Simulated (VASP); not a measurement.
Runs of VASP 6.6.1 on Na2S. The structure is that of space group Fm-3m (No. 225), or close to it. The cells are those of the table. 

| cell | gap on the mesh (eV) | pressure (GPa) |
| --- | --- | --- |
| a = 4.644 Å, angles 60.0°, 3 atoms | 2.45 | 0.0 |
| a = 4.451 Å, angles 60.0°, 3 atoms | (c) | 4.8 |
| a = 4.690 Å, angles 60.0°, 3 atoms | 2.35 | -0.8 |
| a = 4.597 Å, angles 60.0°, 3 atoms | (b) | (a) |

Alike in all rows: task single point; level PBE; potentials or basis VASP PAW PBE potentials, release 64 (Na_pv, S); no spin polarisation; k mesh 8 × 8 × 8; cutoff (eV) 500; smearing gaussian 0.02 eV.

Q: Fill in the values left out.

A: (a) 0.9; (b) 2.55; (c) 2.89.

Caveats: the cell stands under pressure (at least some runs).

A k mesh can miss the band edges.
